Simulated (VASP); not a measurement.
Input of a VASP 6.6.1 run:

The input INCAR:

```
ALGO = Normal
EDIFF = 1E-6
ENCUT = 520
GGA = PS
ISIF = 2
ISMEAR = -1
LASPH = T
LCHARG = T
LELF = T
LREAL = F
LVHAR = T
LWAVE = F
NBANDS = 13
NELM = 100
PREC = Accurate
SIGMA = 0.1
```

KPOINTS

```
k-points
0
Gamma
  20 20 19
```

The input POSCAR:

```
Ru
1.0
    2.1808202529      0.0000000000      0.0000000000
   -1.0904101264      1.8886457401      0.0000000000
    0.0000000000      0.0000000000      2.0347855837
Ru
1
Direct
    0.0000000000      0.0000000000      0.0000000000
```

Potentials or basis: VASP PAW PBE potentials, release 64 (Ru_pv).

The run is started by

```sh
$ cat potpaw_PBE.64/Ru_pv/POTCAR > POTCAR
$ mpirun -np 1 vasp_std > vasp.out
```

Question: What does it give for the band gap on the k mesh?

Answer: Zero (band 7 reaches 29.66 eV, above the bottom of band 8 at 21.28 eV).

Question: Estimate the pressure.

Answer: 533.9 GPa.

Stress tensor (GPa, compression positive):
```
532.10   0.00   0.00
  0.00 532.10   0.00
  0.00   0.00 537.46
```

Caveat: the PAW data sets were made with another functional, which shifts forces and pressure a little.
